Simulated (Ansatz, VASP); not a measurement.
## Two plane-wave programs on ScAs4

File INCAR:

```
SYSTEM = ScAs4
PREC = Accurate ; ENCUT = 500
EDIFF = 1E-6 ; ISMEAR = 0
SIGMA = 0.1 ; LREAL = .FALSE.
LASPH = .TRUE. ; NELM = 200
ALGO = Normal ; ISIF = 2
LWAVE = .FALSE. ; LCHARG = .FALSE.
ISPIN = 2 ; MAGMOM = 1 0 0 0 0
LORBIT = 11 ; LMAXMIX = 4
GGA = PE ; NBANDS = 28
GGA_COMPAT = .FALSE.
```

File KPOINTS:

```
regular mesh
0
G
  4 4 4
  0 0 0
```

POSCAR

```
ScAs4
1.0
   -3.9082677146      3.9082677146      2.2197288005
    3.9082677146     -3.9082677146      2.2197288005
    3.9082677146      3.9082677146     -2.2197288005
Sc As
1 4
Direct
    0.5000000000      0.5000000000      0.0000000000
    0.5000000000      0.8402665859      0.3402665859
    0.5000000000      0.1597334141      0.6597334141
    0.8402665859      0.5000000000      0.3402665859
    0.1597334141      0.5000000000      0.6597334141
```

Input for Ansatz:

```yaml
crystal:
  lattice:
    - [-3.9082677146, 3.9082677146, 2.2197288005]
    - [3.9082677146, -3.9082677146, 2.2197288005]
    - [3.9082677146, 3.9082677146, -2.2197288005]
  atoms:
    - { symbol: Sc, position: [0.5, 0.5, 0.0], spin: 1.0 }
    - { symbol: As, position: [0.5, 0.8402665859, 0.3402665859] }
    - { symbol: As, position: [0.5, 0.1597334141, 0.6597334141] }
    - { symbol: As, position: [0.8402665859, 0.5, 0.3402665859] }
    - { symbol: As, position: [0.1597334141, 0.5, 0.6597334141] }
basis:
  ecutwfc: 420
kpoints:
  mp_grid: { grid: [4, 4, 4] }
hamiltonian:
  xc: pbe
scf:
  occupations: { method: gaussian, width: 0.1 }
  lower_state_search: "off"
output:
  forces: true
  stress: true
  eigenvalues: true
  populations: true
magnetization:
  spin_polarized: true
```

Alike in both runs: task single point; functional PBE; k mesh 4 × 4 × 4; occupations gaussian, width 0.1 eV; collinear spin.

```csv
,VASP,Ansatz
version,VASP 6.6.1,Ansatz 0.2.0
potentials or method,"VASP PAW PBE potentials, release 64 (Sc_sv, As), cutoff 500 eV","scalar-relativistic, plane waves, PAW"
valence electrons in the cell,31,71
```

|  | VASP | Ansatz | Ansatz less VASP |
| --- | --- | --- | --- |
| gap on the k mesh at the Fermi level (eV) | none | none | - |
| pressure (GPa) | 0.1 | 0.0 | -0.15 |
| traceless stress, the component that is largest in VASP (GPa) | -0.22 | -0.15 | +0.067 |
| rms of the force components (eV/Å) | 0.027 | 0.040 | +0.0133 |
| net moment per atom (μB) | 0.14 | 0.14 | 0.000 |
| size of the moment on the site where the two differ most (μB) | 0.29 | 0.24 | -0.051 |

Site moments also hang on the region over which each program counts them. Atom by atom the forces differ by 0.013 eV/Å (rms over components). A gap of «none» marks a metal or a gap that the smearing closes. VASP's potentials hold 31 valence electrons a cell and Ansatz's 71, so a difference there can come from the potentials and not from the codes.

The k mesh is coarse, so the values compare programs but aren't converged.
